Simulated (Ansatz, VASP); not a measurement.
# One calculation of TiSi, two programs

```
Ti Si
1.0
     1.76169   -2.05410    0.00000
     1.76169    2.05410    0.00000
     0.00000    0.00000    3.74687
Ti Si
1 1
Direct
  0.50000 0.50000 0.00000
  0.00000 0.00000 0.50000
```

Change from the starting cell: strain -0.030 along x and y, -0.015 along z, atoms carried along.

Alike in both runs: task single point; functional PBEsol; k mesh 18 × 18 × 12; occupations gaussian, width 0.15 eV; no spin polarisation.

```csv
,VASP,Ansatz
version,VASP 6.6.1,Ansatz 0.2.0
potentials or method,"VASP PAW PBE potentials, release 64 (Ti_sv, Si), cutoff 520 eV","scalar-relativistic, plane waves, PAW"
valence electrons in the cell,16,16
```

Ansatz gave:

```
gap on the k mesh at the Fermi level (eV)                     : none
pressure (GPa)                                                : 6.9
traceless stress, the component that is largest in VASP (GPa) : -1.66
```

**Question.** What did VASP give for the same quantities?

**Answer.** gap on the k mesh at the Fermi level (eV): none; pressure (GPa): 6.9; traceless stress, the component that is largest in VASP (GPa): -1.75.

VASP's potentials were made for PBE, not for PBEsol. A gap of «none» marks a metal or a gap that the smearing closes. With one functional, cell and mesh, what is left measures potentials, basis and numerics.
